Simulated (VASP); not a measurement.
Input of a VASP 6.6.1 run:

Contents of INCAR:

```
PREC = Accurate
ENCUT = 520
EDIFF = 1E-7
ISMEAR = -1
SIGMA = 0.05
LREAL = F
LASPH = T
NELM = 60
ALGO = Normal
ISIF = 2
LWAVE = F
LCHARG = F
NBANDS = 16
```

Contents of KPOINTS:

```
regular mesh
0
Gamma
  8 8 7
```

POSCAR

```
NbTe
1.0
    3.6273822700      0.0000000000      0.0000000000
   -1.8136911350      3.1414051951      0.0000000000
    0.0000000000      0.0000000000      3.6187977783
Te Nb
1 1
Direct
    0.6666666667      0.3333333333      0.0000000000
    0.0000000000      0.0000000000      0.5000000000
```

Potentials or basis: VASP PAW LDA potentials, release 64 (Te, Nb_sv).

Launch:

```sh
$ cat potpaw_LDA.64/Te/POTCAR potpaw_LDA.64/Nb_sv/POTCAR > POTCAR
$ mpirun -np 1 vasp_std > vasp.out
```

What does it give for the pressure?

0.2 GPa.

Stress tensor (GPa, compression positive):
```
-0.33  0.00  0.00
 0.00 -0.33  0.00
 0.00  0.00  1.16
```
